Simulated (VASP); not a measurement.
# Rh (Fm-3m) in VASP: notebook

Rh is run at these levels: PBE+D4, BLYP, RPBE+D3(BJ); tasks: single point, relaxation of cell and atoms.

Everything below comes from runs of VASP 6.6.1. Logs are shortened: lines on timing, memory, paths and dates and some standing lists are left out, and cuts for length are marked.

**1. The cell of the first run**

The structure is cubic, space group Fm-3m (No. 225). Conventional cell: a = 3.788 Å, b = 3.788 Å, c = 3.788 Å, α = 90.00°, β = 90.00°, γ = 90.00°. Rh (site symmetry m-3m) has 12 Rh at 2.68 Å within 3.5 Å.

**2. Single point, PBE+D4**

Contents of INCAR:

```
SYSTEM = Rh
ALGO = Normal
EDIFF = 1E-6
ENCUT = 520
GGA = PE
ISIF = 2
ISMEAR = -1
IVDW = 13
LASPH = .TRUE.
LCHARG = .FALSE.
LREAL = .FALSE.
LWAVE = .FALSE.
NBANDS = 14
NELM = 80
PREC = Accurate
SIGMA = 0.05
```

Contents of KPOINTS:

```
k-points
0
G
  12 12 12
  0 0 0
```

Contents of POSCAR:

```
Rh
1.0
    0.0000000000      1.8939644689      1.8939644689
    1.8939644689      0.0000000000      1.8939644689
    1.8939644689      1.8939644689      0.0000000000
Rh
1
Direct
    0.0000000000      0.0000000000      0.0000000000
```

Potentials or basis: VASP PAW PBE potentials, release 64 (Rh_pv).

Started as:

```sh
cat potpaw_PBE.64/Rh_pv/POTCAR > POTCAR
mpirun -np 1 vasp_std > vasp.out
```

OUTCAR:

```text
SYSTEM = Rh
   EDIFF = 1E-6
   ENCUT = 520
   GGA = PE
   ISIF = 2
   ISMEAR = -1
   IVDW = 13
   LASPH = .TRUE.
   LREAL = .FALSE.
   NELM = 80
   PREC = Accurate

 ion  position               nearest neighbor table
   1  0.000  0.000  0.000-

  LATTYP: Found a face centered cubic cell.
 ALAT       =     3.7879289378

  Lattice vectors:

 A1 = (   0.0000000000,   1.8939644689,   1.8939644689)
 A2 = (   1.8939644689,   0.0000000000,   1.8939644689)
 A3 = (   1.8939644689,   1.8939644689,   0.0000000000)

Analysis of symmetry for initial positions (statically):
[... 33 lines left out ...]
                                     Primitive cell

  volume of cell :      13.5877

  direct lattice vectors                    reciprocal lattice vectors
     0.000000000  1.893964469  1.893964469    -0.263996505  0.263996505  0.263996505
     1.893964469  0.000000000  1.893964469     0.263996505 -0.263996505  0.263996505
     1.893964469  1.893964469  0.000000000     0.263996505  0.263996505 -0.263996505

  length of vectors
     2.678470239  2.678470239  2.678470239     0.457255359  0.457255359  0.457255359

  position of ions in fractional coordinates (direct lattice)
     0.000000000  0.000000000  0.000000000

  ion indices of the primitive-cell ions
   primitive index   ion index
                 1           1

----------------------------------------------------------------------------------------

 KPOINTS: k-points

Automatic generation of k-mesh.
 Grid dimensions read from file:
 generate k-points for:   12   12   12

 Generating k-lattice:

  Cartesian coordinates                     Fractional coordinates (reciprocal lattice)
    -0.021999709  0.021999709  0.021999709     0.083333333  0.000000000  0.000000000
     0.021999709 -0.021999709  0.021999709     0.000000000  0.083333333  0.000000000
     0.021999709  0.021999709 -0.021999709     0.000000000  0.000000000  0.083333333

  Length of vectors
     0.038104613  0.038104613  0.038104613

  Shift w.r.t. Gamma in fractional coordinates (k-lattice)
     0.000000000  0.000000000  0.000000000

 Subroutine IBZKPT returns following result:
 ===========================================

 Found     72 irreducible k-points:

 Following reciprocal coordinates:
            Coordinates               Weight
  0.000000  0.000000  0.000000      1.000000
  0.083333  0.000000  0.000000      8.000000
  0.166667  0.000000  0.000000      8.000000
  0.250000  0.000000  0.000000      8.000000
  0.333333  0.000000  0.000000      8.000000
  0.416667  0.000000  0.000000      8.000000
[... 16 lines left out ...]
  0.500000  0.166667  0.000000     24.000000
 -0.416667  0.166667  0.000000     24.000000
 [... further k-points ...]
   k-points           NKPTS =     72   k-points in BZ     NKDIM =     72   number of bands    NBANDS=     14
   number of dos      NEDOS =    301   number of ions     NIONS =      1
   total plane-waves  NPLWV =   8000
   dimension x,y,z NGX =    20 NGY =   20 NGZ =   20
   dimension x,y,z NGXF=    40 NGYF=   40 NGZF=   40
   ions per type =               1
   NGX,Y,Z   is equivalent  to a cutoff of  12.41, 12.41, 12.41 a.u.
   NGXF,Y,Z  is equivalent  to a cutoff of  24.83, 24.83, 24.83 a.u.
 SYSTEM =  Rh
   PREC   = accura    normal or accurate (medium, high low for compatibility)
   ISTART =      0    job   : 0-new  1-cont  2-samecut
   ICHARG =      2    charge: 1-file 2-atom 10-const
   ISPIN  =      1    spin polarized calculation?
   LNONCOLLINEAR =      F non collinear calculations
   LSORBIT =      F    spin-orbit coupling
   LASPH  =      T    aspherical Exc in radial PAW
   ENCUT  =  520.0 eV  38.22 Ry    6.18 a.u.   4.98  4.98  4.98*2*pi/ulx,y,z
   NELM   =     80;   NELMIN=  2; NELMDL= -5     # of ELM steps
   EDIFF  = 0.1E-05   stopping-criterion for ELM
   LREAL  =      F    real-space projection
   EDIFFG = 0.1E-04   stopping-criterion for IOM
   NSW    =      0    number of steps for IOM
   IBRION =     -1    ionic relax: 0-MD 1-quasi-New 2-CG
   NFREE  =      0    steps in history (QN), initial steepest desc. (CG)
   ISIF   =      2    stress and relaxation
   ISYM   =      2    0-nonsym 1-usesym 2-fastsym
   POTIM  = 0.5000    time-step for ionic-motion
   TEBEG  =    0.0;   TEEND  =   0.0 temperature during run
   PSTRESS=    0.0 pullay stress
   NELECT =      15.0000    total number of electrons
   NUPDOWN=      -1.0000    fix difference up-down
   EMIN   =  10.00;   EMAX   =-10.00  energy-range for DOS
   EFERMI =   0.00;   METHOD = LEGACY
   ISMEAR =    -1;   SIGMA  =   0.05  broadening in eV -4-tet -1-fermi 0-gaus
   EFERMI_NEDOS =   21; number of points for ismear=-14 and -15
   IALGO  =     38    algorithm
   IMIX   =      4    mixing-type and parameters
     AMIX     =   0.40;   BMIX     =  1.00
     AMIX_MAG =   1.60;   BMIX_MAG =  1.00
  volume/ion in A,a.u.               =      13.59        91.69
  Fermi-wavevector in a.u.,A,eV,Ry     =   1.691960  3.197341 38.949788  2.862729
  Thomas-Fermi vector in A             =   2.773633
   LORBIT       =      0    0 simple, 1 ext, 2 COOP (PROOUT), +10 PAW based schemes
   GGA     = PE    functional components
   LHFCALC =     F    Hartree Fock is set to
   AEXX    =    0.0000 exact exchange contribution
   IVDW    =    13    specifies the selected vdW correction
   LEPSILON=     F    determine dielectric tensor
   LRPA    =     F    only Hartree local field effects (RPA)
 non-spin polarized calculation
  energy-cutoff  :      520.00
  volume of cell :       13.59
 maximum number of plane-waves:       380
   NGX =  9   NGY =  9   NGZ =  9

 number of electron      15.0000007 magnetization

 Free energy of the ion-electron system (eV)
  ---------------------------------------------------
  ext. energy  EPLUGINS =         0.00000000
  ---------------------------------------------------
  free energy    TOTEN  =        -7.25270314 eV

  energy without entropy =       -7.24445771  energy(sigma->0) =       -7.24858042

 E-fermi :  12.1284     XC(G=0): -14.1110

 val. band max:       12.0444990203   @ k =  -0.3333   0.3333   0.0000
 cond. band min:      12.1593810621   @ k =   0.3333   0.1667   0.0000
 fundamental gap:      0.1148820418
 Fermi energy:        12.1283506929

 k-point     1 :       0.0000    0.0000    0.0000
  band No.  band energies     occupation
      1     -34.3006      2.00000
      2     -34.3006      2.00000
      3     -34.3006      2.00000
      4       4.0752      2.00000
      5       8.9746      2.00000
      6       8.9746      2.00000
      7       8.9746      2.00000
      8      11.0967      2.00000
      9      11.0967      2.00000
     10      28.1107      0.00000
     11      32.5742      0.00000
     12      33.6373      0.00000
     13      33.6373      0.00000
     14      33.6373      0.00000

 k-point     2 :       0.0833    0.0000    0.0000
  band No.  band energies     occupation
      1     -34.3534      2.00000
      2     -34.3077      2.00000
      3     -34.3077      2.00000
      4       4.3552      2.00000
      5       8.8539      2.00000
      6       9.0820      2.00000
      7       9.0820      2.00000
      8      11.0387      2.00000
      9      11.0387      2.00000
     10      28.5140      0.00000
     11      32.2417      0.00000
     12      32.5777      0.00000
     13      34.0509      0.00000
     14      34.0509      0.00000

 k-point     3 :       0.1667    0.0000    0.0000
  band No.  band energies     occupation
      1     -34.4963      2.00000
      2     -34.3271      2.00000
      3     -34.3271      2.00000
      4       5.0978      2.00000
      5       8.6409      2.00000
      6       9.2995      2.00000
      7       9.2995      2.00000
      8      10.9894      2.00000
      9      10.9894      2.00000
     10      29.3659      0.00000
     11      29.8861      0.00000
     12      32.5745      0.00000
     13      35.1995      0.00000
     14      35.1995      0.00000

 k-point     4 :       0.2500    0.0000    0.0000
  band No.  band energies     occupation
      1     -34.6883      2.00000
      2     -34.3534      2.00000
      3     -34.3534      2.00000
      4       5.8707      2.00000
      5       8.8571      2.00000
      6       9.3405      2.00000
      7       9.3405      2.00000
      8      11.2615      2.00000
      9      11.2615      2.00000
     10      27.3114      0.00000
     11      29.7342      0.00000
     12      32.5745      0.00000
     13      36.6909      0.00000
     14      36.6909      0.00000

 k-point     5 :       0.3333    0.0000    0.0000
  band No.  band energies     occupation
      1     -34.8768      2.00000
      2     -34.3796      2.00000
      3     -34.3796      2.00000
      4       6.0731      2.00000
      5       9.1588      2.00000
      6       9.1588      2.00000
      7      10.1060      2.00000
      8      11.8654      1.98965
      9      11.8654      1.98965
     10      24.6548      0.00000
     11      28.8530      0.00000
     12      32.5748      0.00000
     13      35.8509      0.00000
     14      35.8509      0.00000

 k-point     6 :       0.4167    0.0000    0.0000
  band No.  band energies     occupation
      1     -35.0127      2.00000
      2     -34.3988      2.00000
      3     -34.3988      2.00000
      4       5.9632      2.00000
      5       8.9686      2.00000
      6       8.9686      2.00000
      7      11.8728      1.98801
      8      12.4481      0.00334
      9      12.4481      0.00334
     10      22.1125      0.00000
     11      27.9484      0.00000
     12      32.5749      0.00000
     13      34.1633      0.00000
     14      34.1633      0.00000

 k-point     7 :       0.5000    0.0000    0.0000
  band No.  band energies     occupation
      1     -35.0620      2.00000
      2     -34.4057      2.00000
      3     -34.4057      2.00000
      4       5.8978      2.00000
      5       8.8940      2.00000
      6       8.8940      2.00000
      7      12.6873      0.00003
      8      12.6873      0.00003
      9      12.8410      0.00000
     10      20.8767      0.00000
     11      27.6210      0.00000
     12      32.5747      0.00000
     13      33.5323      0.00000
     14      33.5323      0.00000
[... 205 lines left out ...]
 k-point    20 :       0.2500    0.1667    0.0000
  band No.  band energies     occupation
      1     -34.6132      2.00000
      2     -34.4038      2.00000
      3     -34.3990      2.00000
      4       6.1314      2.00000
      5       7.7883      2.00000
      6       9.6009      2.00000
      7      10.0361      2.00000
      8      10.6785      2.00000
      9      11.6924      1.99967
     10      29.6604      0.00000
     11      30.9078      0.00000
     12      32.5732      0.00000
     13      32.5989      0.00000
     14      33.3428      0.00000

 k-point    21 :       0.3333    0.1667    0.0000
  band No.  band energies     occupation
      1     -34.7687      2.00000
      2     -34.4347      2.00000
      3     -34.4323      2.00000
      4       6.6342      2.00000
      5       7.9007      2.00000
      6       9.1584      2.00000
      7      10.0496      2.00000
      8      11.9699      1.91925
      9      12.1594      0.69929
     10      26.9916      0.00000
     11      30.3639      0.00000
     12      32.0044      0.00000
     13      32.5720      0.00000
     14      33.8224      0.00000

 k-point    22 :       0.4167    0.1667    0.0000
  band No.  band energies     occupation
      1     -34.9046      2.00000
      2     -34.4785      2.00000
      3     -34.4491      2.00000
      4       6.6221      2.00000
      5       8.3502      2.00000
      6       9.1337      2.00000
      7       9.8635      2.00000
      8      12.6281      0.00009
      9      13.7585      0.00000
     10      23.9849      0.00000
     11      29.2917      0.00000
     12      31.5384      0.00000
     13      32.5694      0.00000
     14      33.3296      0.00000

 k-point    23 :       0.5000    0.1667    0.0000
  band No.  band energies     occupation
      1     -34.9853      2.00000
      2     -34.5192      2.00000
      3     -34.4497      2.00000
      4       6.5709      2.00000
      5       8.2847      2.00000
      6       9.6697      2.00000
      7       9.7742      2.00000
      8      12.7457      0.00001
      9      15.7040      0.00000
     10      21.3785      0.00000
     11      28.5453      0.00000
     12      31.6990      0.00000
     13      32.0403      0.00000
     14      32.5813      0.00000

 k-point    24 :      -0.4167    0.1667    0.0000
  band No.  band energies     occupation
      1     -34.9919      2.00000
      2     -34.5444      2.00000
      3     -34.4340      2.00000
      4       6.6395      2.00000
      5       8.2986      2.00000
      6       9.5773      2.00000
      7      10.0183      2.00000
      8      12.3698      0.01587
      9      16.2820      0.00000
     10      20.9673      0.00000
     11      28.2230      0.00000
     12      31.1222      0.00000
     13      32.5768      0.00000
     14      32.8274      0.00000

 [... further k-points ...]

------------------------ aborting loop because EDIFF is reached ----------------------------------------

  DFT-D4 for vdW energy calculation

  Edisp (eV):   -0.85417

  FORCE on cell =-STRESS in cart. coord.  units (eV):
  Direction    XX          YY          ZZ          XY          YZ          ZX
  --------------------------------------------------------------------------------------
  -------------------------------------------------------------------------------------
  Total       0.01470     0.01470     0.01470     0.00000    -0.00000    -0.00000
  in kB       1.73391     1.73391     1.73391     0.00000    -0.00000    -0.00000
  external pressure =        1.73 kB  Pullay stress =        0.00 kB

 VOLUME and BASIS-vectors are now :
 -----------------------------------------------------------------------------
  energy-cutoff  :      520.00
  volume of cell :       13.59
      direct lattice vectors                 reciprocal lattice vectors
     0.000000000  1.893964469  1.893964469    -0.263996505  0.263996505  0.263996505
     1.893964469  0.000000000  1.893964469     0.263996505 -0.263996505  0.263996505
     1.893964469  1.893964469  0.000000000     0.263996505  0.263996505 -0.263996505

 POSITION                                       TOTAL-FORCE (eV/Angst)
 -----------------------------------------------------------------------------------
      0.00000      0.00000      0.00000         0.000000      0.000000      0.000000
 -----------------------------------------------------------------------------------
    total drift:                                0.000000      0.000000      0.000000

  FREE ENERGIE OF THE ION-ELECTRON SYSTEM (eV)
  ---------------------------------------------------
  free  energy   TOTEN  =        -8.1068741718 eV

  energy  without entropy=       -8.0986287425  energy(sigma->0) =       -8.10275146
```

It took 12 s on 1 thread of Intel Xeon 8259CL, shared host; peak memory 0.13 GiB.

Results:

| Property | Result |
| --- | --- |
| Free energy | -8.1069 eV |
| Pressure | 0.2 GPa |
| Dispersion energy per atom | -0.854 eV |

Caveat: pairwise dispersion overbinds metals, which lowers pressure and volume.

**3. Single point, BLYP**

This run uses another cell than the first one, of 14.81 Å³/atom, 1.090 times its volume.

Contents of INCAR:

```
PREC = Accurate
ENCUT = 520
EDIFF = 1E-6
ISMEAR = -1
SIGMA = 0.05
LREAL = False
LASPH = True
NELM = 100
ALGO = Normal
ISIF = 2
LWAVE = False
LCHARG = False
GGA = B5
ALDAX = 1.0
AGGAX = 1.0
AGGAC = 1.0
ALDAC = 0.0
NBANDS = 14
```

Contents of KPOINTS:

```
Automatic mesh
0
Gamma
  12 12 12
```

Contents of POSCAR:

```
Rh
1.0
    0.0000000000      1.9493436462      1.9493436462
    1.9493436462      0.0000000000      1.9493436462
    1.9493436462      1.9493436462      0.0000000000
Rh
1
Direct
    0.0000000000      0.0000000000      0.0000000000
```

Potentials or basis: VASP PAW PBE potentials, release 64 (Rh_pv).

Started as:

```sh
cat potpaw_PBE.64/Rh_pv/POTCAR > POTCAR
mpirun -np 1 vasp_std > vasp.out
```

Run time: 19 s. Hardware: 1 thread of Intel Xeon 8259CL, shared host; peak memory 0.14 GiB.

The run converged. Its results:

| Property | Result |
| --- | --- |
| Free energy | -6.1653 eV |
| Pressure | 0.6 GPa |

Levels at points of the mesh, in eV from the Fermi level:
```tsv
k point	band 5	band 6	band 7	band 8	band 9	band 10
(0.00, 0.00, 0.00)	-2.76	-2.76	-2.76	-0.93	-0.93	16.31
(0.50, 0.00, 0.00)	-2.83	-2.83	0.47	0.47	1.10	7.94
(0.50, 0.50, 0.00)	-5.29	0.43	0.84	0.84	3.40	11.44
```

Caveat: the PAW data sets were made with another functional, which shifts forces and pressure a little.

[end of part 1 of 2]
